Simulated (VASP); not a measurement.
# InSb: single point with PBE

InSb:

```
In Sb
1.0
    -2.85955    2.85955    1.68245
     2.85955   -2.85955    1.68245
     2.85955    2.85955   -1.68245
In Sb
1 1
Cartesian
  2.8596 0.0000 0.8412
  0.0000 0.0000 0.0000
```

* Program: VASP 6.6.1
* Task: single point
* Functional: PBE
* Potentials or basis: VASP PAW PBE potentials, release 64 (In_d, Sb)
* Cutoff: 520 eV
* k mesh: 16 × 16 × 16
* Occupations: gaussian, width 0.15 eV
* Spin: no spin polarisation
* Dipole correction: no
* Further INCAR settings: ALGO = Normal; EDIFF = 1e-06; NBANDS = 16

```
Pressure               : 2.0 GPa
Band gap on the k mesh : zero (bands 9 and 10 overlap by 4.63 eV)
```

Stress tensor (GPa, compression positive):
```
 3.25  0.00  0.00
 0.00  3.25  0.00
 0.00  0.00 -0.58
```

Levels at points of the mesh, in eV from the Fermi level:
```csv
k point,band 6,band 7,band 8,band 9,band 10,band 11,band 12,band 13
"(0.00, 0.00, 0.00)",-11.44,-2.60,-1.85,-1.85,3.48,3.77,6.92,6.92
"(0.50, 0.00, 0.00)",-8.45,-5.18,-2.09,-1.58,-1.16,2.40,3.15,5.12
"(0.50, 0.50, 0.00)",-10.18,-7.44,-0.12,1.89,2.11,2.51,3.46,6.47
"(0.50, 0.50, 0.50)",-9.04,-5.23,-4.68,-4.68,2.57,4.48,9.83,9.83
```

Wall time 3.4 min on 1 thread of Intel(R) Xeon(R) Platinum 8488C (Sapphire Rapids) (shared host), peak memory 0.46 GiB.

Caveat: spin-orbit coupling is left out, which moves the levels of the heavy elements.
